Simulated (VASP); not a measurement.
# SiC (P6_3mc) in VASP: notebook

SiC is run at these levels: PBE, LDA, r2SCAN; tasks: single point.

Everything below comes from runs of VASP 6.6.1. Logs are shortened: lines on timing, memory, paths and dates and some standing lists are left out, and cuts for length are marked.

## (1) The cell of the first run

It takes space group P6_3mc (No. 186, hexagonal). The conventional cell has a = 3.075 Å, b = 3.075 Å, c = 5.048 Å, α = 90.00°, β = 90.00°, γ = 120.00°. Si (site symmetry 3m) has 4 C at 1.88 to 1.90 Å within 2.5 Å. Within 2.5 Å of C (site symmetry 3m) lie 4 Si at 1.88 to 1.90 Å.

## (2) Single point, PBE

Input file INCAR:

```
SYSTEM = SiC
ALGO = Normal
EDIFF = 1E-6
ENCUT = 520
GGA = PE
ISIF = 2
ISMEAR = 0
LASPH = .True.
LCHARG = .True.
LELF = .True.
LREAL = .False.
LVHAR = .True.
LWAVE = .False.
NBANDS = 16
NELM = 60
PREC = Accurate
SIGMA = 0.01
```

Input file KPOINTS:

```
k-points
0
Gamma
  9 9 4
  0 0 0
```

Input file POSCAR:

```
SiC
1.0
    3.0753562516      0.0000000000      0.0000000000
   -1.5376781258      2.6633366395      0.0000000000
    0.0000000000      0.0000000000      5.0481081077
Si C
2 2
Direct
    0.3333333333      0.6666666667     -0.0004084095
    0.6666666667      0.3333333333      0.4995915905
    0.3333333333      0.6666666667      0.3754084095
    0.6666666667      0.3333333333      0.8754084095
```

Potentials or basis: VASP PAW PBE potentials, release 64 (Si, C).

Launch:

```bash
$ cat potpaw_PBE.64/Si/POTCAR potpaw_PBE.64/C/POTCAR > POTCAR
$ mpirun -np 1 vasp_std > vasp.out
```

OUTCAR:

```text
SYSTEM = SiC
   EDIFF = 1E-6
   ENCUT = 520
   GGA = PE
   ISIF = 2
   ISMEAR = 0
   LASPH = .True.
   LREAL = .False.
   NELM = 60
   PREC = Accurate

 ion  position               nearest neighbor table
   1  0.333  0.667  1.000-   4 1.88   4 1.88   4 1.88   3 1.90   2 3.09   2 3.09   2 3.09   2 3.09
                             2 3.09   2 3.09
   2  0.667  0.333  0.500-   3 1.88   3 1.88   3 1.88   4 1.90   1 3.09   1 3.09   1 3.09   1 3.09
                             1 3.09   1 3.09
   3  0.333  0.667  0.375-   2 1.88   2 1.88   2 1.88   1 1.90
   4  0.667  0.333  0.875-   1 1.88   1 1.88   1 1.88   2 1.90

  LATTYP: Found a hexagonal cell.
 ALAT       =     3.0753562516
 C/A-ratio  =     1.6414710020

  Lattice vectors:

 A1 = (   3.0753562516,   0.0000000000,   0.0000000000)
 A2 = (  -1.5376781258,   2.6633366395,   0.0000000000)
 A3 = (   0.0000000000,   0.0000000000,   5.0481081077)

Analysis of symmetry for initial positions (statically):
=====================================================================
 Subroutine PRICEL returns:
 Original cell was already a primitive cell.

 Routine SETGRP: Setting up the symmetry group for a
 hexagonal supercell.

 Subroutine GETGRP returns: Found 12 space group operations
 (whereof  6 operations were pure point group operations)
 out of a pool of 24 trial point group operations.

The static configuration has the point symmetry C_3v.
 The point group associated with its full space group is C_6v.

Analysis of symmetry for dynamics (positions and initial velocities):
=====================================================================
 Subroutine PRICEL returns:
 Original cell was already a primitive cell.

 Routine SETGRP: Setting up the symmetry group for a
 hexagonal supercell.

 Subroutine GETGRP returns: Found 12 space group operations
 (whereof  6 operations were pure point group operations)
 out of a pool of 24 trial point group operations.

The dynamic configuration has the point symmetry C_3v.
 The point group associated with its full space group is C_6v.

 Subroutine INISYM returns: Found 12 space group operations
 (whereof  6 operations are pure point group operations),
 and found     1 'primitive' translations

----------------------------------------------------------------------------------------

                                     Primitive cell

  volume of cell :      41.3476

  direct lattice vectors                    reciprocal lattice vectors
     3.075356252  0.000000000  0.000000000     0.325165580  0.187734435  0.000000000
    -1.537678126  2.663336640  0.000000000     0.000000000  0.375468871  0.000000000
     0.000000000  0.000000000  5.048108108     0.000000000  0.000000000  0.198094014

  length of vectors
     3.075356252  3.075356252  5.048108108     0.375468871  0.375468871  0.198094014

  position of ions in fractional coordinates (direct lattice)
     0.333333333  0.666666667  0.999591591
     0.666666667  0.333333333  0.499591591
     0.333333333  0.666666667  0.375408409
     0.666666667  0.333333333  0.875408409

  ion indices of the primitive-cell ions
   primitive index   ion index
                 1           1
                 2           2
                 3           3
                 4           4

----------------------------------------------------------------------------------------

 KPOINTS: k-points

Automatic generation of k-mesh.
 Grid dimensions read from file:
 generate k-points for:    9    9    4

 Generating k-lattice:

  Cartesian coordinates                     Fractional coordinates (reciprocal lattice)
     0.036129509  0.020859382  0.000000000     0.111111111 -0.000000000  0.000000000
     0.000000000  0.041718763  0.000000000     0.000000000  0.111111111  0.000000000
     0.000000000  0.000000000  0.049523504     0.000000000  0.000000000  0.250000000

  Length of vectors
     0.041718763  0.041718763  0.049523504

  Shift w.r.t. Gamma in fractional coordinates (k-lattice)
     0.000000000  0.000000000  0.000000000

 Subroutine IBZKPT returns following result:
 ===========================================

 Found     36 irreducible k-points:

 Following reciprocal coordinates:
            Coordinates               Weight
  0.000000  0.000000  0.000000      1.000000
  0.111111  0.000000  0.000000      6.000000
  0.222222  0.000000  0.000000      6.000000
  0.333333  0.000000  0.000000      6.000000
  0.444444  0.000000  0.000000      6.000000
  0.111111  0.111111  0.000000      6.000000
[... 16 lines left out ...]
  0.333333  0.222222  0.250000     24.000000
  0.333333  0.333333  0.250000      4.000000
 [... further k-points ...]
   k-points           NKPTS =     36   k-points in BZ     NKDIM =     36   number of bands    NBANDS=     16
   number of dos      NEDOS =    301   number of ions     NIONS =      4
   total plane-waves  NPLWV =  23040
   dimension x,y,z NGX =    24 NGY =   24 NGZ =   40
   dimension x,y,z NGXF=    48 NGYF=   48 NGZF=   80
   ions per type =               2   2
   NGX,Y,Z   is equivalent  to a cutoff of  12.97, 12.97, 13.17 a.u.
   NGXF,Y,Z  is equivalent  to a cutoff of  25.95, 25.95, 26.35 a.u.
 SYSTEM =  SiC
   PREC   = accura    normal or accurate (medium, high low for compatibility)
   ISTART =      0    job   : 0-new  1-cont  2-samecut
   ICHARG =      2    charge: 1-file 2-atom 10-const
   ISPIN  =      1    spin polarized calculation?
   LNONCOLLINEAR =      F non collinear calculations
   LSORBIT =      F    spin-orbit coupling
   LASPH  =      T    aspherical Exc in radial PAW
   ENCUT  =  520.0 eV  38.22 Ry    6.18 a.u.   5.72  5.72  9.39*2*pi/ulx,y,z
   NELM   =     60;   NELMIN=  2; NELMDL= -5     # of ELM steps
   EDIFF  = 0.1E-05   stopping-criterion for ELM
   LREAL  =      F    real-space projection
   EDIFFG = 0.1E-04   stopping-criterion for IOM
   NSW    =      0    number of steps for IOM
   IBRION =     -1    ionic relax: 0-MD 1-quasi-New 2-CG
   NFREE  =      0    steps in history (QN), initial steepest desc. (CG)
   ISIF   =      2    stress and relaxation
   ISYM   =      2    0-nonsym 1-usesym 2-fastsym
   POTIM  = 0.5000    time-step for ionic-motion
   TEBEG  =    0.0;   TEEND  =   0.0 temperature during run
   PSTRESS=    0.0 pullay stress
   NELECT =      16.0000    total number of electrons
   NUPDOWN=      -1.0000    fix difference up-down
   EMIN   =  10.00;   EMAX   =-10.00  energy-range for DOS
   EFERMI =   0.00;   METHOD = LEGACY
   ISMEAR =     0;   SIGMA  =   0.01  broadening in eV -4-tet -1-fermi 0-gaus
   EFERMI_NEDOS =   21; number of points for ismear=-14 and -15
   IALGO  =     38    algorithm
   IMIX   =      4    mixing-type and parameters
     AMIX     =   0.40;   BMIX     =  1.00
     AMIX_MAG =   1.60;   BMIX_MAG =  1.00
  volume/ion in A,a.u.               =      10.34        69.76
  Fermi-wavevector in a.u.,A,eV,Ry     =   1.192975  2.254396 19.363676  1.423190
  Thomas-Fermi vector in A             =   2.329001
   LORBIT       =      0    0 simple, 1 ext, 2 COOP (PROOUT), +10 PAW based schemes
   GGA     = PE    functional components
   LHFCALC =     F    Hartree Fock is set to
   AEXX    =    0.0000 exact exchange contribution
   IVDW    =     0    specifies the selected vdW correction
   LEPSILON=     F    determine dielectric tensor
   LRPA    =     F    only Hartree local field effects (RPA)
 non-spin polarized calculation
 Gauss-broadening in eV      SIGMA  =   0.01
  energy-cutoff  :      520.00
  volume of cell :       41.35
 maximum number of plane-waves:      1124
 NGX is ok and might be reduce to    24
   NGX = 11   NGY = 11   NGZ = 19

 number of electron      16.0000000 magnetization

 Free energy of the ion-electron system (eV)
  ---------------------------------------------------
  ext. energy  EPLUGINS =         0.00000000
  ---------------------------------------------------
  free energy    TOTEN  =       -30.10325574 eV

  energy without entropy =      -30.10325574  energy(sigma->0) =      -30.10325574

 E-fermi :   8.3148     XC(G=0): -11.3520

 val. band max:        8.2644594577   @ k =   0.0000   0.0000   0.0000
 cond. band min:      10.5380324267   @ k =   0.3333   0.3333   0.0000
 fundamental gap:      2.2735729690
 Fermi energy:         8.3147766954

 k-point     1 :       0.0000    0.0000    0.0000
  band No.  band energies     occupation
      1      -7.3082      2.00000
      2      -3.7417      2.00000
      3      -0.4360      2.00000
      4       6.9484      2.00000
      5       6.9484      2.00000
      6       8.1517      2.00000
[... 8 lines left out ...]
     15      17.2235      0.00000
     16      19.6043      0.00000

 k-point     2 :       0.1111    0.0000    0.0000
  band No.  band energies     occupation
      1      -7.0942      2.00000
      2      -3.5597      2.00000
      3      -0.2393      2.00000
      4       5.8163      2.00000
      5       6.5951      2.00000
      6       7.4830      2.00000
[... 8 lines left out ...]
     15      17.7306      0.00000
     16      18.2869      0.00000

 k-point     3 :       0.2222    0.0000    0.0000
  band No.  band energies     occupation
      1      -6.4628      2.00000
      2      -3.0458      2.00000
      3       0.3152      2.00000
      4       3.6794      2.00000
      5       5.7771      2.00000
      6       5.9098      2.00000
[... 8 lines left out ...]
     15      18.1324      0.00000
     16      18.7121      0.00000

 k-point     4 :       0.3333    0.0000    0.0000
  band No.  band energies     occupation
      1      -5.4594      2.00000
      2      -2.3826      2.00000
      3       0.8245      2.00000
      4       2.0456      2.00000
      5       3.8943      2.00000
      6       5.3144      2.00000
[... 8 lines left out ...]
     15      19.1880      0.00000
     16      20.3277      0.00000

 k-point     5 :       0.4444    0.0000    0.0000
  band No.  band energies     occupation
      1      -4.2839      2.00000
      2      -2.3411      2.00000
      3       0.4416      2.00000
      4       2.2527      2.00000
      5       2.6548      2.00000
      6       4.9865      2.00000
[... 8 lines left out ...]
     15      19.0597      0.00000
     16      20.6771      0.00000

 k-point     6 :       0.1111    0.1111    0.0000
  band No.  band energies     occupation
      1      -6.6712      2.00000
      2      -3.2104      2.00000
      3       0.1390      2.00000
      4       4.4743      2.00000
      5       5.5535      2.00000
      6       6.6600      2.00000
[... 8 lines left out ...]
     15      17.9648      0.00000
     16      18.4239      0.00000
[... 267 lines left out ...]
 k-point    21 :       0.4444    0.1111    0.2500
  band No.  band energies     occupation
      1      -3.6058      2.00000
      2      -2.5345      2.00000
      3       0.0478      2.00000
      4       1.1681      2.00000
      5       3.8365      2.00000
      6       4.7359      2.00000
[... 8 lines left out ...]
     15      19.6574      0.00000
     16      21.3622      0.00000

 k-point    22 :       0.2222    0.2222    0.2500
  band No.  band energies     occupation
      1      -4.6049      2.00000
      2      -2.7366      2.00000
      3       1.0397      2.00000
      4       2.5835      2.00000
      5       3.7149      2.00000
      6       3.8224      2.00000
[... 8 lines left out ...]
     15      18.3378      0.00000
     16      19.7220      0.00000

 k-point    23 :       0.3333    0.2222    0.2500
  band No.  band energies     occupation
      1      -3.5069      2.00000
      2      -2.3708      2.00000
      3       0.5077      2.00000
      4       1.5603      2.00000
      5       2.7072      2.00000
      6       4.4313      2.00000
[... 8 lines left out ...]
     15      19.8216      0.00000
     16      20.4594      0.00000

 k-point    24 :       0.3333    0.3333    0.2500
  band No.  band energies     occupation
      1      -2.6748      2.00000
      2      -2.6748      2.00000
      3       1.1281      2.00000
      4       1.1281      2.00000
      5       1.8123      2.00000
      6       3.7555      2.00000
[... 8 lines left out ...]
     15      20.2935      0.00000
     16      20.8349      0.00000

 [... further k-points ...]

------------------------ aborting loop because EDIFF is reached ----------------------------------------

  FORCE on cell =-STRESS in cart. coord.  units (eV):
  Direction    XX          YY          ZZ          XY          YZ          ZX
  --------------------------------------------------------------------------------------
  -------------------------------------------------------------------------------------
  Total        0.9081181      0.9081181      0.8569234      0.0000000      0.0000000     -0.0000000
  in kB       35.1886642     35.1886642     33.2049202      0.0000000      0.0000000     -0.0000000
  external PRESSURE =      34.5274162 kB  Pullay stress =       0.0000000 kB

 VOLUME and BASIS-vectors are now :
 -----------------------------------------------------------------------------
  energy-cutoff  :      520.00
  volume of cell :       41.35
      direct lattice vectors                 reciprocal lattice vectors
     3.075356252  0.000000000  0.000000000     0.325165580  0.187734435  0.000000000
    -1.537678126  2.663336640  0.000000000     0.000000000  0.375468871  0.000000000
     0.000000000  0.000000000  5.048108108     0.000000000  0.000000000  0.198094014

 POSITION                                       TOTAL-FORCE (eV/Angst)
 -----------------------------------------------------------------------------------
     -0.00000      1.77556      5.04605         0.000000      0.000000      0.001700
      1.53768      0.88778      2.52199        -0.000000      0.000000      0.001700
     -0.00000      1.77556      1.89510        -0.000000     -0.000000     -0.001700
      1.53768      0.88778      4.41916         0.000000      0.000000     -0.001700
 -----------------------------------------------------------------------------------
    total drift:                               -0.000000      0.000000     -0.000188

  FREE ENERGIE OF THE ION-ELECTRON SYSTEM (eV)
  ---------------------------------------------------
  free  energy   TOTEN  =       -30.1032557416 eV

  energy  without entropy=      -30.1032557416  energy(sigma->0) =      -30.10325574
```

Wall time 16 s (1 thread of Intel Xeon Platinum 8259CL at 2.50GHz (Skylake/Cascade Lake), shared host); peak memory 0.16 GiB.

What came out:

```yaml
Free_energy: -30.1033 eV
Pressure: 3.5 GPa
Band_gap_on_the_k_mesh: 2.27 eV, indirect (least direct gap 4.01 eV)
```

## (3) Single point, PBE

Input file INCAR:

```
PREC     = Accurate       # precision mode
ENCUT    = 520            # plane-wave cutoff, eV
EDIFF    = 1E-6           # SCF threshold, eV
ISMEAR   = 0              # smearing method
SIGMA    = 0.01           # smearing width, eV
LREAL    = False          # projectors in reciprocal space
LASPH    = True           # aspherical terms in the spheres
NELM     = 80             # most SCF steps
ALGO     = Normal         # electronic algorithm
ISIF     = 2              # what is computed and relaxed
LWAVE    = False          # write WAVECAR
LCHARG   = False          # write CHGCAR
GGA      = PE             # functional
NBANDS   = 16             # bands
```

Input file KPOINTS:

```
regular mesh
0
Gamma
  9 9 4
```

POSCAR is that of step 2.

Potentials or basis: VASP PAW PBE potentials, release 64 (Si, C).

Launch:

```bash
$ cat potpaw_PBE.64/Si/POTCAR potpaw_PBE.64/C/POTCAR > POTCAR
$ mpirun -np 1 vasp_std > vasp.out
```

Wall time 16 s (1 thread of Intel Xeon Platinum 8259CL at 2.50GHz (Skylake/Cascade Lake), shared host); peak memory 0.16 GiB.

The run converged. Its results:

| Quantity | Value |
| --- | --- |
| Free energy | -30.1033 eV |
| Pressure | 3.5 GPa |
| Band gap on the k mesh | 2.27 eV, indirect (least direct gap 4.01 eV) |

Stress tensor (GPa, compression positive):
```
3.52 0.00 0.00
0.00 3.52 0.00
0.00 0.00 3.32
```

Levels at points of the mesh, in eV from the valence-band top:
```tsv
k point	band 5	band 6	band 7	band 8	band 9	band 10	band 11	band 12
(0.00, 0.00, 0.00)	-1.32	-0.11	0.00	0.00	4.81	6.21	6.67	6.67
(0.00, 0.00, 0.50)	-0.71	-0.71	-0.71	-0.71	5.90	5.90	7.35	7.35
```

A k mesh can miss the band edges. PBE gaps usually lie below the measured ones, often by a third to a half.

## (4) Single point, LDA

Input file INCAR:

```
SYSTEM = SiC
ALGO = Normal ; EDIFF = 1E-7
ENCUT = 520 ; GGA = CA
ISIF = 2 ; ISMEAR = 0
LASPH = .TRUE. ; LCHARG = .FALSE.
LREAL = .FALSE. ; LWAVE = .FALSE.
NBANDS = 16 ; NELM = 100
PREC = Accurate ; SIGMA = 0.01
```

Input file KPOINTS:

```
k-points
0
G
  12 12 4
  0 0 0
```

POSCAR is that of step 3.

Potentials or basis: VASP PAW LDA potentials, release 64 (Si, C).

Launch:

```bash
$ cat potpaw_LDA.64/Si/POTCAR potpaw_LDA.64/C/POTCAR > POTCAR
$ mpirun -np 1 vasp_std > vasp.out
```

Wall time 27 s (1 thread of Intel Xeon Platinum 8259CL at 2.50GHz (Skylake/Cascade Lake), shared host); peak memory 0.15 GiB.

The run converged. Its results:

| Item | Value |
| --- | --- |
| Free energy | -33.2686 eV |
| Pressure | -3.8 GPa |
| Band gap on the k mesh | 2.15 eV, indirect (least direct gap 3.88 eV) |

Levels at points of the mesh, in eV from the valence-band top:
```csv
k point,band 5,band 6,band 7,band 8,band 9,band 10,band 11,band 12
"(0.00, 0.00, 0.00)",-1.32,-0.11,0.00,0.00,4.77,6.23,6.56,6.56
"(0.50, 0.00, 0.00)",-5.45,-3.33,-3.32,-1.20,2.68,4.14,6.81,7.04
"(0.00, 0.00, 0.50)",-0.71,-0.71,-0.71,-0.71,5.84,5.84,7.25,7.25
"(0.50, 0.00, 0.50)",-2.45,-2.45,-2.33,-2.33,3.21,3.21,5.15,5.15
```

[end of part 1 of 2]
